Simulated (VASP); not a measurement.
Wanted: the native input for a VASP 6.6.1 run.

| Property | Result |
| --- | --- |
| Task | single point |
| Functional | HSE06 |
| Potentials or basis | VASP PAW PBE potentials, release 64 (Ru_sv) |
| Cutoff | 420 eV |
| k mesh | 6 × 6 × 6 |
| Occupations | fermi-dirac, width 0.1 eV |
| Spin | no spin polarisation |
| Dipole correction | no |
| Grid for exact exchange (PRECFOCK) | Normal |
| Further INCAR settings | ALGO = Normal; EDIFF = 1e-06; NBANDS = 14 |
| Share of exact exchange | 0.25 |
| Screening parameter | 0.2079 1/Å |

The system is Ru.

```xyz
1
Lattice="0.0000 1.8922 1.8922 1.8922 0.0000 1.8922 1.8922 1.8922 0.0000" Properties=species:S:1:pos:R:3 pbc="T T T"
Ru    0.0000    0.0000    0.0000
```

This isn't the form of Ru at room conditions, which is hcp.

These files were run (other wordings do the same):

POSCAR

```
Ru
1.0
    0.0000000000      1.8922143799      1.8922143799
    1.8922143799      0.0000000000      1.8922143799
    1.8922143799      1.8922143799      0.0000000000
Ru
1
Direct
    0.0000000000      0.0000000000      0.0000000000
```

INCAR.step1

```
SYSTEM = Ru
  PREC = Accurate
  ENCUT = 420
  EDIFF = 1E-5
  ISMEAR = -1
  SIGMA = 0.1
  LREAL = .False.
  LASPH = .True.
  NELM = 120
  ALGO = Normal
  ISIF = 2
  LWAVE = .True.
  NBANDS = 14
  GGA = PE
  GGA_COMPAT = .False.
```

INCAR.step2

```
SYSTEM = Ru
  PREC = Accurate
  ENCUT = 420
  EDIFF = 1E-6
  ISMEAR = -1
  SIGMA = 0.1
  LREAL = .False.
  LASPH = .True.
  NELM = 120
  ALGO = Normal
  ISIF = 2
  LWAVE = .False.
  LCHARG = .True.
  GGA = PE
  LHFCALC = .True.
  HFSCREEN = 0.2079
  PRECFOCK = Normal
  LELF = .True.
  LVHAR = .True.
  NBANDS = 14
  ISTART = 1
  GGA_COMPAT = .False.
```

KPOINTS

```
Automatic mesh
0
Gamma
  6 6 6
  0 0 0
```

Potentials or basis: VASP PAW PBE potentials, release 64 (Ru_sv).

Command:

```console
$ cat potpaw_PBE.64/Ru_sv/POTCAR > POTCAR
$ cp INCAR.step1 INCAR
$ mpirun -np 1 vasp_std > vasp.out
$ cp INCAR.step2 INCAR
$ mpirun -np 1 vasp_std > vasp.out
```

Results of the run:

The pressure is -6.6 GPa. The band gap on the k mesh is zero (bands 8 and 9 overlap by 4.50 eV).

Caveat: the k points lie up to 0.48 Å⁻¹ apart, too coarse for converged energies and pressures of a metal; the PAW data sets were made with another functional, which shifts forces and pressure a little.

It took 5.7 min on 1 thread of Intel(R) Xeon(R) Platinum 8488C (Sapphire Rapids), on a shared host, peak memory 0.22 GiB.
